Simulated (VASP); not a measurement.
Cu: single point with LDA

Cu:

```xyz
2
Lattice="2.5341 0.0000 0.0000 -1.2670 2.1946 0.0000 0.0000 0.0000 4.1126" Properties=species:S:1:pos:R:3 pbc="T T T"
Cu    0.0000    1.4631    1.0281
Cu    1.2670    0.7315    3.0844
```

| Quantity | Value |
| --- | --- |
| Program | VASP 6.6.1 |
| Task | single point |
| Functional | LDA |
| Potentials or basis | VASP PAW LDA potentials, release 64 (Cu) |
| Cutoff | 600 eV |
| k mesh | 6 × 6 × 4 |
| Occupations | tetrahedron |
| Spin | no spin polarisation |

```
Pressure               : -5.9 GPa
Band gap on the k mesh : zero (band 11 reaches 11.81 eV, above the bottom of band 12 at 5.64 eV)
```

Stress tensor (GPa, compression positive):
```
-5.30  0.00  0.00
 0.00 -5.30  0.00
 0.00  0.00 -7.03
```

Levels at points of the mesh, in eV from the Fermi level:
```
           k point  band 7  band 8  band 9  band 10  band 11  band 12  band 13  band 14  band 15  band 16
(0.00, 0.00, 0.00)   -2.95   -2.68   -2.68    -1.88    -1.88    -1.02     3.93    21.64    21.94    21.94
(0.50, 0.00, 0.00)   -2.91   -1.78   -1.73    -1.67    -0.06     1.54     7.89     8.30    10.94    11.27
(0.00, 0.00, 0.50)   -3.22   -3.22   -2.11    -2.11    -2.11    -2.11    12.85    12.85    22.33    22.33
(0.50, 0.00, 0.50)   -2.05   -2.05   -1.71    -1.71     0.44     0.44     4.94     4.94    16.27    16.27
```

Run time: 7 s on 1 thread of AMD EPYC 7R43 64-Core Processor (Zen 3), with other jobs on the host, peak memory 0.1 GiB.

Caveat: the k points lie up to 0.48 Å⁻¹ apart.
